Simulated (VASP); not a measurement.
Here is a VASP 6.6.1 calculation.

Contents of INCAR:

```
SYSTEM = MnO
PREC     = Accurate       ! precision mode
ENCUT    = 600            ! plane-wave cutoff, eV
EDIFF    = 1E-6           ! SCF threshold, eV
ISMEAR   = 0              ! smearing method
SIGMA    = 0.2            ! smearing width, eV
LREAL    = .FALSE.        ! projectors in reciprocal space
LASPH    = .TRUE.         ! aspherical terms in the spheres
NELM     = 200            ! most SCF steps
ALGO     = Normal         ! electronic algorithm
ISIF     = 2              ! what is computed and relaxed
LWAVE    = .FALSE.        ! write WAVECAR
LCHARG   = .FALSE.        ! write CHGCAR
ISPIN    = 2              ! spin polarisation
MAGMOM   = 5.2 0          ! initial moments
LORBIT   = 11             ! projections on sites
LMAXMIX  = 4              ! l up to which the mixer works
LDAU     = .TRUE.         ! DFT+U
LDAUTYPE = 2            
LDAUL    = 2 -1           ! shell
LDAUU    = 1.5 0          ! U, eV
LDAUJ    = 0 0          
LDAUPRINT= 1            
GGA      = PS             ! functional
NBANDS   = 20             ! bands
GGA_COMPAT= .FALSE.
```

File KPOINTS:

```
Automatic mesh
0
G
  5 5 5
  0 0 0
```

The input POSCAR:

```
MnO
1.0
    0.0000000000      2.2230000000      2.2230000000
    2.2230000000      0.0000000000      2.2230000000
    2.2230000000      2.2230000000      0.0000000000
Mn O
1 1
Direct
    0.0000000000      0.0000000000      0.0000000000
    0.5000000000      0.5000000000      0.5000000000
```

Potentials or basis: VASP PAW PBE potentials, release 64 (Mn_pv, O).

Launch:

```sh
$ cat potpaw_PBE.64/Mn_pv/POTCAR potpaw_PBE.64/O/POTCAR > POTCAR
$ mpirun -np 1 vasp_std > vasp.out
```

Problem. Predict the net moment.

Solution. 4.95 μB per cell.

Problem. Predict the site moments.

Solution. Mn +4.50; O +0.20 μB.

Problem. Estimate the pressure.

Solution. -1.4 GPa.

Eigenvalues of the final occupation matrices:
```tsv
site	spin	trace	eigenvalues
site 1 d	1	4.72	0.93 0.93 0.93 0.96 0.96
site 1 d	2	0.26	0.03 0.03 0.03 0.09 0.09
```

Caveat: the k points lie up to 0.49 Å⁻¹ apart; the PAW data sets were made with another functional, which shifts forces and pressure a little; a cell with one magnetic atom can't hold antiferromagnetic order, which such compounds often take. The state reached can hang on the start; a lower one may exist.
